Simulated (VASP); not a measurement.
# GaN (F-43m) in VASP: further runs, part 2 of 2

VASP 6.6.1. The steps go on from the part before.

### Step 5. Single point, PBE

This run uses another cell than the first one, of 11.73 Å³/atom, 1.079 times its volume.

Contents of INCAR:

```
SYSTEM = GaN
PREC = Accurate
ENCUT = 520
EDIFF = 1E-7
ISMEAR = 1
SIGMA = 0.02
LREAL = .FALSE.
LASPH = .TRUE.
NELM = 80
ALGO = Normal
ISIF = 2
LWAVE = .FALSE.
LCHARG = .FALSE.
GGA = PE
NBANDS = 16
```

Contents of KPOINTS:

```
Automatic mesh
0
G
  8 8 8
  0 0 0
```

Contents of POSCAR:

```
GaN
1.0
    0.0000000000      2.2721258198      2.2721258198
    2.2721258198      0.0000000000      2.2721258198
    2.2721258198      2.2721258198      0.0000000000
Ga N
1 1
Direct
    0.0000000000      0.0000000000      0.0000000000
    0.7500000000      0.7500000000      0.7500000000
```

Potentials or basis: VASP PAW PBE potentials, release 64 (Ga_d, N).

The run is started by

```console
$ cat potpaw_PBE.64/Ga_d/POTCAR potpaw_PBE.64/N/POTCAR > POTCAR
$ mpirun -np 1 vasp_std > vasp.out
```

OUTCAR:

```text
SYSTEM = GaN
   PREC = Accurate
   ENCUT = 520
   EDIFF = 1E-7
   ISMEAR = 1
   LREAL = .FALSE.
   LASPH = .TRUE.
   NELM = 80
   ISIF = 2
   GGA = PE

 ion  position               nearest neighbor table
   1  0.000  0.000  0.000-   2 1.97   2 1.97   2 1.97   2 1.97
   2  0.750  0.750  0.750-   1 1.97   1 1.97   1 1.97   1 1.97

  LATTYP: Found a face centered cubic cell.
 ALAT       =     4.5442516396

  Lattice vectors:

 A1 = (   0.0000000000,   2.2721258198,   2.2721258198)
 A2 = (   2.2721258198,   0.0000000000,   2.2721258198)
 A3 = (   2.2721258198,   2.2721258198,   0.0000000000)

Analysis of symmetry for initial positions (statically):
=====================================================================
 Subroutine PRICEL returns:
 Original cell was already a primitive cell.

 Routine SETGRP: Setting up the symmetry group for a
 face centered cubic supercell.

 Subroutine GETGRP returns: Found 24 space group operations
 (whereof 24 operations were pure point group operations)
 out of a pool of 48 trial point group operations.

The static configuration has the point symmetry T_d .

Analysis of symmetry for dynamics (positions and initial velocities):
=====================================================================
 Subroutine PRICEL returns:
 Original cell was already a primitive cell.

 Routine SETGRP: Setting up the symmetry group for a
 face centered cubic supercell.

 Subroutine GETGRP returns: Found 24 space group operations
 (whereof 24 operations were pure point group operations)
 out of a pool of 48 trial point group operations.

The dynamic configuration has the point symmetry T_d .

 Subroutine INISYM returns: Found 24 space group operations
 (whereof 24 operations are pure point group operations),
 and found     1 'primitive' translations

----------------------------------------------------------------------------------------

                                     Primitive cell

  volume of cell :      23.4600

  direct lattice vectors                    reciprocal lattice vectors
     0.000000000  2.272125820  2.272125820    -0.220058236  0.220058236  0.220058236
     2.272125820  0.000000000  2.272125820     0.220058236 -0.220058236  0.220058236
     2.272125820  2.272125820  0.000000000     0.220058236  0.220058236 -0.220058236

  length of vectors
     3.213271150  3.213271150  3.213271150     0.381152045  0.381152045  0.381152045

  position of ions in fractional coordinates (direct lattice)
     0.000000000  0.000000000  0.000000000
     0.750000000  0.750000000  0.750000000

  ion indices of the primitive-cell ions
   primitive index   ion index
                 1           1
                 2           2

----------------------------------------------------------------------------------------

 KPOINTS: Automatic mesh

Automatic generation of k-mesh.
 Grid dimensions read from file:
 generate k-points for:    8    8    8

 Generating k-lattice:

  Cartesian coordinates                     Fractional coordinates (reciprocal lattice)
    -0.027507280  0.027507280  0.027507280     0.125000000  0.000000000  0.000000000
     0.027507280 -0.027507280  0.027507280     0.000000000  0.125000000  0.000000000
     0.027507280  0.027507280 -0.027507280     0.000000000  0.000000000  0.125000000

  Length of vectors
     0.047644006  0.047644006  0.047644006

  Shift w.r.t. Gamma in fractional coordinates (k-lattice)
     0.000000000  0.000000000  0.000000000

 Subroutine IBZKPT returns following result:
 ===========================================

 Found     29 irreducible k-points:

 Following reciprocal coordinates:
            Coordinates               Weight
  0.000000  0.000000  0.000000      1.000000
  0.125000  0.000000  0.000000      8.000000
  0.250000  0.000000  0.000000      8.000000
  0.375000  0.000000  0.000000      8.000000
  0.500000  0.000000  0.000000      4.000000
  0.125000  0.125000  0.000000      6.000000
[... 16 lines left out ...]
  0.500000  0.250000  0.125000     48.000000
 -0.375000  0.250000  0.125000     24.000000
 [... further k-points ...]
   k-points           NKPTS =     29   k-points in BZ     NKDIM =     29   number of bands    NBANDS=     16
   number of dos      NEDOS =    301   number of ions     NIONS =      2
   total plane-waves  NPLWV =  13824
   dimension x,y,z NGX =    24 NGY =   24 NGZ =   24
   dimension x,y,z NGXF=    48 NGYF=   48 NGZF=   48
   ions per type =               1   1
   NGX,Y,Z   is equivalent  to a cutoff of  12.42, 12.42, 12.42 a.u.
   NGXF,Y,Z  is equivalent  to a cutoff of  24.83, 24.83, 24.83 a.u.
 SYSTEM =  GaN
   PREC   = accura    normal or accurate (medium, high low for compatibility)
   ISTART =      0    job   : 0-new  1-cont  2-samecut
   ICHARG =      2    charge: 1-file 2-atom 10-const
   ISPIN  =      1    spin polarized calculation?
   LNONCOLLINEAR =      F non collinear calculations
   LSORBIT =      F    spin-orbit coupling
   LASPH  =      T    aspherical Exc in radial PAW
   ENCUT  =  520.0 eV  38.22 Ry    6.18 a.u.   5.97  5.97  5.97*2*pi/ulx,y,z
   NELM   =     80;   NELMIN=  2; NELMDL= -5     # of ELM steps
   EDIFF  = 0.1E-06   stopping-criterion for ELM
   LREAL  =      F    real-space projection
   EDIFFG = 0.1E-05   stopping-criterion for IOM
   NSW    =      0    number of steps for IOM
   IBRION =     -1    ionic relax: 0-MD 1-quasi-New 2-CG
   NFREE  =      0    steps in history (QN), initial steepest desc. (CG)
   ISIF   =      2    stress and relaxation
   ISYM   =      2    0-nonsym 1-usesym 2-fastsym
   POTIM  = 0.5000    time-step for ionic-motion
   TEBEG  =    0.0;   TEEND  =   0.0 temperature during run
   PSTRESS=    0.0 pullay stress
   NELECT =      18.0000    total number of electrons
   NUPDOWN=      -1.0000    fix difference up-down
   EMIN   =  10.00;   EMAX   =-10.00  energy-range for DOS
   EFERMI =   0.00;   METHOD = LEGACY
   ISMEAR =     1;   SIGMA  =   0.02  broadening in eV -4-tet -1-fermi 0-gaus
   EFERMI_NEDOS =   21; number of points for ismear=-14 and -15
   IALGO  =     38    algorithm
   IMIX   =      4    mixing-type and parameters
     AMIX     =   0.40;   BMIX     =  1.00
     AMIX_MAG =   1.60;   BMIX_MAG =  1.00
  volume/ion in A,a.u.               =      11.73        79.16
  Fermi-wavevector in a.u.,A,eV,Ry     =   1.498730  2.832188 30.561277  2.246190
  Thomas-Fermi vector in A             =   2.610451
   LORBIT       =      0    0 simple, 1 ext, 2 COOP (PROOUT), +10 PAW based schemes
   GGA     = PE    functional components
   LHFCALC =     F    Hartree Fock is set to
   AEXX    =    0.0000 exact exchange contribution
   IVDW    =     0    specifies the selected vdW correction
   LEPSILON=     F    determine dielectric tensor
   LRPA    =     F    only Hartree local field effects (RPA)
 non-spin polarized calculation
 Methfessel and Paxton  Order N= 1 SIGMA  =   0.02
  energy-cutoff  :      520.00
  volume of cell :       23.46
 maximum number of plane-waves:       648
   NGX = 11   NGY = 11   NGZ = 11

 number of electron      17.9999987 magnetization

 Free energy of the ion-electron system (eV)
  ---------------------------------------------------
  ext. energy  EPLUGINS =         0.00000000
  ---------------------------------------------------
  free energy    TOTEN  =       -12.15291802 eV

  energy without entropy =      -12.15291802  energy(sigma->0) =      -12.15291802

 E-fermi :   5.1213     XC(G=0): -11.5352

 val. band max:        5.0169196856   @ k =   0.0000   0.0000   0.0000
 cond. band min:       6.5817694960   @ k =   0.0000   0.0000   0.0000
 fundamental gap:      1.5648498104
 Fermi energy:         5.1213187867

 k-point     1 :       0.0000    0.0000    0.0000
  band No.  band energies     occupation
      1     -10.7089      2.00000
      2      -8.4077      2.00000
      3      -8.4077      2.00000
      4      -8.4077      2.00000
      5      -8.1123      2.00000
      6      -8.1123      2.00000
[... 8 lines left out ...]
     15      23.6849      0.00000
     16      23.6849      0.00000
[... 419 lines left out ...]
 k-point    24 :      -0.3750    0.2500    0.1250
  band No.  band energies     occupation
      1      -9.7950      2.00000
      2      -8.3105      2.00000
      3      -8.2531      2.00000
      4      -8.1296      2.00000
      5      -8.0812      2.00000
      6      -6.5615      2.00000
[... 8 lines left out ...]
     15      23.5815      0.00000
     16      25.7842      0.00000

 [... further k-points ...]

------------------------ aborting loop because EDIFF is reached ----------------------------------------

  FORCE on cell =-STRESS in cart. coord.  units (eV):
  Direction    XX          YY          ZZ          XY          YZ          ZX
  --------------------------------------------------------------------------------------
  -------------------------------------------------------------------------------------
  Total        0.0806459      0.0806459      0.0806459      0.0000000     -0.0000000     -0.0000000
  in kB        5.5076459      5.5076459      5.5076459      0.0000000     -0.0000000     -0.0000000
  external PRESSURE =       5.5076459 kB  Pullay stress =       0.0000000 kB

 VOLUME and BASIS-vectors are now :
 -----------------------------------------------------------------------------
  energy-cutoff  :      520.00
  volume of cell :       23.46
      direct lattice vectors                 reciprocal lattice vectors
     0.000000000  2.272125820  2.272125820    -0.220058236  0.220058236  0.220058236
     2.272125820  0.000000000  2.272125820     0.220058236 -0.220058236  0.220058236
     2.272125820  2.272125820  0.000000000     0.220058236  0.220058236 -0.220058236

 POSITION                                       TOTAL-FORCE (eV/Angst)
 -----------------------------------------------------------------------------------
      0.00000      0.00000      0.00000        -0.000000     -0.000000     -0.000000
      3.40819      3.40819      3.40819         0.000000      0.000000      0.000000
 -----------------------------------------------------------------------------------
    total drift:                               -0.000002     -0.000002     -0.000001

  FREE ENERGIE OF THE ION-ELECTRON SYSTEM (eV)
  ---------------------------------------------------
  free  energy   TOTEN  =       -12.1529180203 eV

  energy  without entropy=      -12.1529180203  energy(sigma->0) =      -12.15291802
```

OSZICAR:

```text
N       E                     dE             d eps       ncg     rms          rms(c)
DAV:   1     0.806856695639E+02    0.80686E+02   -0.92924E+03  1064   0.198E+03
DAV:   2    -0.826287255401E+01   -0.88949E+02   -0.82235E+02  1016   0.322E+02
DAV:   3    -0.140522703197E+02   -0.57894E+01   -0.57603E+01  1120   0.699E+01
DAV:   4    -0.141144250427E+02   -0.62155E-01   -0.62149E-01  1160   0.774E+00
DAV:   5    -0.141152484045E+02   -0.82336E-03   -0.82336E-03  1128   0.797E-01    0.763E+00
DAV:   6    -0.121549641949E+02    0.19603E+01   -0.49601E+00  1400   0.389E+01    0.269E+00
DAV:   7    -0.121607001776E+02   -0.57360E-02   -0.30687E-01   984   0.665E+00    0.176E+00
DAV:   8    -0.121570673150E+02    0.36329E-02   -0.62809E-02  1104   0.321E+00    0.832E-01
DAV:   9    -0.121526045547E+02    0.44628E-02   -0.14097E-02  1360   0.261E+00    0.220E-01
DAV:  10    -0.121530120255E+02   -0.40747E-03   -0.14689E-03  1056   0.503E-01    0.115E-01
DAV:  11    -0.121529130024E+02    0.99023E-04   -0.27700E-04  1352   0.264E-01    0.768E-03
DAV:  12    -0.121529182920E+02   -0.52896E-05   -0.30893E-05  1056   0.518E-02    0.836E-03
DAV:  13    -0.121529180946E+02    0.19742E-06   -0.70165E-07  1184   0.137E-02    0.243E-03
DAV:  14    -0.121529180203E+02    0.74343E-07   -0.45958E-08   824   0.268E-03
   1 F= -.12152918E+02 E0= -.12152918E+02  d E =0.259370E-14
```

stdout:

```text
POSCAR found type information on POSCAR GaN
 POSCAR found :  2 types and       2 ions
 scaLAPACK will be used
 LDA part: xc-table for (Slater+PW92), standard interpolation
 POSCAR, INCAR and KPOINTS ok, starting setup
 FFT: planning ... GRIDC
 FFT: planning ... GRID_SOFT
 FFT: planning ... GRID
 WAVECAR not read
 entering main loop
```

Wall time 8.6 s (1 thread of Intel Xeon Platinum 8259CL at 2.50GHz (Skylake/Cascade Lake), shared host); peak memory 0.14 GiB.

What came out:

| Quantity | Value |
| --- | --- |
| Free energy | -12.1529 eV |
| Pressure | 0.6 GPa |
| Band gap on the k mesh | 1.56 eV, direct |

A hybrid or GW would open this gap; PBE tends to underestimate it.

### Step 6. Overview

```csv
cell,gap on the mesh (eV),pressure (GPa)
"a = 3.133 Å, angles 60.0°, 2 atoms",2.06,16.1
"a = 3.160 Å, angles 60.0°, 2 atoms",1.89,10.2
"a = 3.187 Å, angles 60.0°, 2 atoms",1.72,5.1
"a = 3.213 Å, angles 60.0°, 2 atoms",1.56,0.6
```

Alike in all rows: task single point; level PBE; potentials or basis VASP PAW PBE potentials, release 64 (Ga_d, N); no spin polarisation; k mesh 8 × 8 × 8; cutoff (eV) 520; smearing methfessel-paxton 0.02 eV.

Total energies depend on the potentials used, so only differences within one code and one set of settings carry meaning.
